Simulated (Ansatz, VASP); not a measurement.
**Hf32O65: VASP beside Ansatz**

```xyz
97
Lattice="7.2095 7.2095 0.0000 -7.2095 7.2095 0.0000 0.0000 0.0000 10.5294" Properties=species:S:1:pos:R:3 pbc="T T T"
Hf   -2.0730    1.7117    2.5016
Hf    1.3574    1.8022    2.7841
Hf    0.1800    0.0550    0.1139
Hf    0.2380    3.5178   -0.1404
Hf   -1.5640    1.7643    8.0306
Hf    1.9704    1.8283    7.7377
Hf   -0.3454    0.0327    5.1387
Hf   -0.1696    3.5828    5.3891
Hf   -5.6203    5.3738    2.4989
Hf   -2.0250    5.4201    2.8416
Hf   -3.4600    3.6541    0.1638
Hf   -3.3847    7.1329   -0.1404
Hf   -5.1593    5.3680    8.0103
Hf   -1.6489    5.4855    7.7749
Hf   -3.8983    3.6769    5.1451
Hf   -3.8287    7.1644    5.3016
Hf    1.6347    5.2539    2.5281
Hf    5.0916    5.4426    2.7977
Hf    3.7945    3.6643    0.1354
Hf    3.8808    7.1423   -0.1267
Hf    2.0280    5.3813    8.1015
Hf    5.5755    5.4563    7.7807
Hf    3.4065    3.7514    5.3063
Hf    3.3847    7.2045    5.4400
Hf   -1.8288    8.9053    2.3480
Hf    1.5375    9.0413    2.7804
Hf    0.1612    7.1617    0.1414
Hf    0.2307   10.7644   -0.1304
Hf   -1.5559    8.9686    8.0536
Hf    1.9678    9.0916    7.8068
Hf   -0.2314    7.2522    5.2257
Hf   -0.1837   10.7785    5.3993
O    -0.4274    1.9243    3.7834
O    -0.0563    5.5519    3.6099
O    -1.9622    3.9798    4.4812
O     1.6069    3.4862    4.1980
O    -2.0390    3.6552    1.8060
O     1.9116    3.4079    1.5530
O    -0.1298    1.8656    1.1560
O     0.1749    5.2287    0.9275
O     0.2890    1.7000    9.0227
O     0.0869    5.0713    8.8321
O    -1.7112    3.1876    9.7191
O     2.0920    3.5085    9.4416
O    -1.5946    3.5397    7.0686
O     1.7561    3.7114    6.8339
O     0.0595    1.7323    6.3749
O    -0.1298    5.4910    6.2150
O    -3.9117    5.5275    3.7409
O    -3.1476    9.7703    3.6608
O    -5.6749    7.4697    4.4110
O    -1.9732    7.1743    4.1988
O    -5.5691    7.3082    1.7017
O    -1.6783    7.0109    1.5027
O    -3.7159    5.4774    1.1195
O    -3.2969    8.9309    0.7959
O    -3.3225    5.2801    9.0309
O    -3.5028    8.6363    8.7143
O    -5.3021    6.8512    9.6240
O    -1.5363    7.1037    9.4157
O    -5.2388    7.1132    6.9941
O    -1.8658    7.3021    6.7968
O    -3.5403    5.3329    6.3910
O    -3.8657    9.0701    6.0579
O     3.2146    5.5121    3.8577
O     3.4332    9.4035    3.5212
O     1.6545    7.6533    4.4702
O     5.0146    7.3219    4.1247
O     1.5317    7.2239    1.8580
O     5.4230    7.1125    1.4805
O     3.4923    5.4572    1.1858
O     3.6554    8.8988    0.9077
O     3.9057    5.2926    9.0785
O     3.7178    8.5946    8.7720
O     1.9340    6.7980    9.7474
O     5.7184    7.0766    9.3880
O     1.8831    7.1598    7.0725
O     5.3365    7.2910    6.7801
O     3.6291    5.4344    6.5024
O     3.4630    9.1270    6.1884
O    -0.3075    9.1814    3.7677
O    -0.1820   13.0535    3.4107
O    -1.8936   11.4548    4.5096
O     1.4694   10.9906    4.1469
O    -1.8353   10.9369    1.6976
O     1.8060   10.7305    1.5287
O    -0.0742    9.0265    1.0981
O     0.2136   12.5595    0.8107
O     0.2940    8.8725    9.0405
O     0.1171   12.1866    8.7230
O    -1.6815   10.4564    9.6363
O     2.0920   10.6829    9.4132
O    -1.8072   10.7255    6.9796
O     1.7182   10.8924    6.7670
O     0.0183    8.9829    6.4253
O    -0.1561   12.7052    6.1726
O    -3.8441    8.5182    3.3512
```

Alike in both runs: functional PBE; k mesh 1 × 1 × 1; occupations fermi-dirac, width 0.01 eV; no spin polarisation.

Ansatz relaxed the structure, and its values are those at the end. VASP's run is a single point on that final structure, the one shown.

```csv
,VASP,Ansatz
version,VASP 6.6.1,Ansatz 0.2.0
potentials or method,"VASP PAW PBE potentials, release 64 (Hf_pv, O), cutoff 520 eV",plane-wave PAW DFT
valence electrons in the cell,710,1222
```

VASP gave:

```
rms of the force components (eV/Å) : 0.039
```

Question: Estimate Ansatz's values.

Answer: rms of the force components (eV/Å): 0.002.

VASP's potentials hold 710 valence electrons a cell and Ansatz's 1222, so a difference there can come from the potentials and not from the codes.

Spin-orbit coupling is off throughout.
